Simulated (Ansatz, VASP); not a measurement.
Mg16O in VASP and in Ansatz

INCAR

```
SYSTEM = Mg16O
PREC = Accurate
ENCUT = 520
EDIFF = 1E-6
ISMEAR = 0
SIGMA = 0.1
LREAL = Auto
LASPH = .True.
NELM = 60
ALGO = Normal
ISIF = 2
LWAVE = .False.
LCHARG = .True.
LDIPOL = .True.
IDIPOL = 3
DIPOL = 0.5 0.5 0.328
GGA = PE
LELF = .True.
LVHAR = .True.
LVACPOTAV = .True.
NBANDS = 33
```

Contents of KPOINTS:

```
Automatic mesh
0
Gamma
  6 6 1
  0 0 0
```

POSCAR

```
Mg16O
1.0
    6.4201385705      0.0000000000      0.0000000000
   -3.2100692852      5.5600030979      0.0000000000
    0.0000000000      0.0000000000     24.7147783802
Mg O
16 1
Direct
    0.3333333333      0.1666666667      0.1618464847
    0.3333333333      0.6666666667      0.1618464847
    0.8333333333      0.1666666667      0.1618464847
    0.8333333333      0.6666666667      0.1618464847
    0.1666666667      0.3333333333      0.2657906286
    0.1666666667      0.8333333333      0.2657906286
    0.6666666667      0.3333333333      0.2657906286
    0.6666666667      0.8333333333      0.2657906286
    0.3333333333      0.1666666667      0.3682830748
    0.3333333333      0.6666666667      0.3682830748
    0.8333333333      0.1666666667      0.3682830748
    0.8333333333      0.6666666667      0.3682830748
    0.1666666667      0.3333333333      0.4739989249
    0.1666666667      0.8333333333      0.4739989249
    0.6666666667      0.3333333333      0.4739989249
    0.6666666667      0.8333333333      0.4739989249
    0.3333333333      0.1666666667      0.4938251192
```

Input for Ansatz:

```yaml
crystal:
  lattice:
    - [6.4201385705, 0.0, 0.0]
    - [-3.2100692852, 5.5600030979, 0.0]
    - [0.0, 0.0, 24.7147783802]
  atoms:
    - { symbol: Mg, position: [0.3333333333, 0.1666666667, 0.1618464847] }
    - { symbol: Mg, position: [0.3333333333, 0.6666666667, 0.1618464847] }
    - { symbol: Mg, position: [0.8333333333, 0.1666666667, 0.1618464847] }
    - { symbol: Mg, position: [0.8333333333, 0.6666666667, 0.1618464847] }
    - { symbol: Mg, position: [0.1666666667, 0.3333333333, 0.2657906286] }
    - { symbol: Mg, position: [0.1666666667, 0.8333333333, 0.2657906286] }
    - { symbol: Mg, position: [0.6666666667, 0.3333333333, 0.2657906286] }
    - { symbol: Mg, position: [0.6666666667, 0.8333333333, 0.2657906286] }
    - { symbol: Mg, position: [0.3333333333, 0.1666666667, 0.3682830748] }
    - { symbol: Mg, position: [0.3333333333, 0.6666666667, 0.3682830748] }
    - { symbol: Mg, position: [0.8333333333, 0.1666666667, 0.3682830748] }
    - { symbol: Mg, position: [0.8333333333, 0.6666666667, 0.3682830748] }
    - { symbol: Mg, position: [0.1666666667, 0.3333333333, 0.4739989249] }
    - { symbol: Mg, position: [0.1666666667, 0.8333333333, 0.4739989249] }
    - { symbol: Mg, position: [0.6666666667, 0.3333333333, 0.4739989249] }
    - { symbol: Mg, position: [0.6666666667, 0.8333333333, 0.4739989249] }
    - { symbol: O, position: [0.3333333333, 0.1666666667, 0.4938251192] }
basis:
  ecutwfc: 420
kpoints:
  mp_grid: { grid: [6, 6, 1] }
hamiltonian:
  xc: pbe
scf:
  occupations: { method: gaussian, width: 0.1 }
output:
  forces: true
  eigenvalues: true
efield:
  axis: 3
  dipole_correction: true
  ramp_width: 0.04
```

Alike in both runs: task single point; functional PBE; k mesh 6 × 6 × 1; occupations gaussian, width 0.1 eV; no spin polarisation.

```csv
,VASP,Ansatz
version,VASP 6.6.1,Ansatz 0.2.0
potentials or method,"VASP PAW PBE potentials, release 64 (Mg, O), cutoff 520 eV","scalar-relativistic, plane waves, PAW"
valence electrons in the cell,38,166
```

```csv
,VASP,Ansatz,Ansatz less VASP
gap on the k mesh at the Fermi level (eV),none,none,-
rms of the force components (eV/Å),0.074,0.074,-0.0006
"work function, face that differs most (eV)",3.78,3.77,-0.009
```

Atom by atom the forces differ by 0.004 eV/Å (rms over components). A gap of «none» marks a metal or a gap that the smearing closes. The functional is the same, so the differences come from potentials, cutoffs and numerics. VASP's potentials hold 38 valence electrons a cell and Ansatz's 166, so a difference there can come from the potentials and not from the codes.
